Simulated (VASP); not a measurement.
Set up this calculation in VASP 6.6.1, as the native input.

```yaml
Task: single point
Functional: HF
Potentials_or_basis: VASP PAW PBE potentials, release 64 (Si, Se)
Cutoff: 520 eV
k_mesh: 5 × 5 × 4
Occupations: fermi-dirac, width 0.05 eV
Spin: no spin polarisation
Dipole_correction: no
Grid_for_exact_exchange_PRECFOCK: Normal
Further_INCAR_settings: ALGO = Normal; EDIFF = 1e-07; NBANDS = 12
Share_of_exact_exchange: 1
```

SiSe:

```
CELL_PARAMETERS angstrom
3.71696 0.00000 0.00000
-1.85848 3.21898 0.00000
0.00000 0.00000 3.65722
ATOMIC_POSITIONS crystal
Si 0.66667 0.33333 0.50000
Se 0.00000 0.00000 0.00000
```

These files were run (other wordings do the same):

POSCAR

```
SiSe
1.0
    3.7169629514      0.0000000000      0.0000000000
   -1.8584814757      3.2189843409      0.0000000000
    0.0000000000      0.0000000000      3.6572160446
Si Se
1 1
Direct
    0.6666666667      0.3333333333      0.5000000000
    0.0000000000      0.0000000000      0.0000000000
```

INCAR.step1

```
PREC = Accurate
ENCUT = 520
EDIFF = 1E-5
ISMEAR = -1
SIGMA = 0.05
LREAL = False
LASPH = True
NELM = 60
ALGO = Normal
ISIF = 2
LWAVE = True
GGA = PE
NBANDS = 12
```

INCAR.step2

```
PREC = Accurate
ENCUT = 520
EDIFF = 1E-7
ISMEAR = -1
SIGMA = 0.05
LREAL = False
LASPH = True
NELM = 60
ALGO = Normal
ISIF = 2
LWAVE = False
LCHARG = True
GGA = PE
LHFCALC = True
AEXX = 1.0
ALDAC = 0.0
AGGAC = 0.0
PRECFOCK = Normal
LELF = True
LVHAR = True
ISTART = 1
NBANDS = 12
```

KPOINTS

```
regular mesh
0
Gamma
  5 5 4
```

Potentials or basis: VASP PAW PBE potentials, release 64 (Si, Se).

Command:

```console
$ cat potpaw_PBE.64/Si/POTCAR potpaw_PBE.64/Se/POTCAR > POTCAR
$ cp INCAR.step1 INCAR
$ mpirun -np 1 vasp_std > vasp.out
$ cp INCAR.step2 INCAR
$ mpirun -np 1 vasp_std > vasp.out
```

Results of the run:

```json
{
  "Pressure": "-1.0 GPa",
  "Band gap on the k mesh": "zero (bands 5 and 6 overlap by 5.62 eV)"
}
```

Caveat: the k points lie up to 0.43 Å⁻¹ apart, too coarse for converged energies and pressures of a metal; the PAW data sets were made with another functional, which shifts forces and pressure a little.

It took 12 min on 1 thread of Intel(R) Xeon(R) Platinum 8259CL CPU @ 2.50GHz (Skylake/Cascade Lake), with other jobs on the host, peak memory 0.17 GiB.
